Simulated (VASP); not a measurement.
A run of VASP 6.6.1 is set up as follows.

POSCAR

```
HfN
1.0
    0.0000000000      2.2508709353      2.2508709353
    2.2508709353      0.0000000000      2.2508709353
    2.2508709353      2.2508709353      0.0000000000
Hf N
1 1
Direct
    0.0000000000      0.0000000000      0.0000000000
    0.5000000000      0.5000000000      0.5000000000
```

File INCAR.step1:

```
SYSTEM = HfN
PREC = Accurate
ENCUT = 520
ISMEAR = 0
SIGMA = 0.1
LREAL = .FALSE.
LASPH = .TRUE.
NELM = 100
NBANDS = 14
GGA = PE
ALGO = Normal
EDIFF = 1E-4
LWAVE = .TRUE.
LCHARG = .FALSE.
```

The input INCAR.step2:

```
SYSTEM = HfN
PREC = Accurate
ENCUT = 520
EDIFF = 1E-7
ISMEAR = 0
SIGMA = 0.1
LREAL = .FALSE.
LASPH = .TRUE.
NELM = 100
ALGO = Normal
ISIF = 2
LWAVE = .FALSE.
LCHARG = .FALSE.
METAGGA = R2SCAN
LMIXTAU = .TRUE.
NBANDS = 14
ISTART = 1
```

Contents of KPOINTS:

```
Automatic mesh
0
G
  16 16 16
  0 0 0
```

Potentials or basis: VASP PAW PBE potentials, release 64 (Hf_pv, N).

Run with:

```sh
$ cat potpaw_PBE.64/Hf_pv/POTCAR potpaw_PBE.64/N/POTCAR > POTCAR
$ cp INCAR.step1 INCAR
$ mpirun -np 1 vasp_std > vasp.out
$ cp INCAR.step2 INCAR
$ mpirun -np 1 vasp_std > vasp.out
```

(1) Predict the pressure.

## Answers

(1) 1.9 GPa.

Caveat: the PAW data sets were made with another functional, which shifts forces and pressure a little.
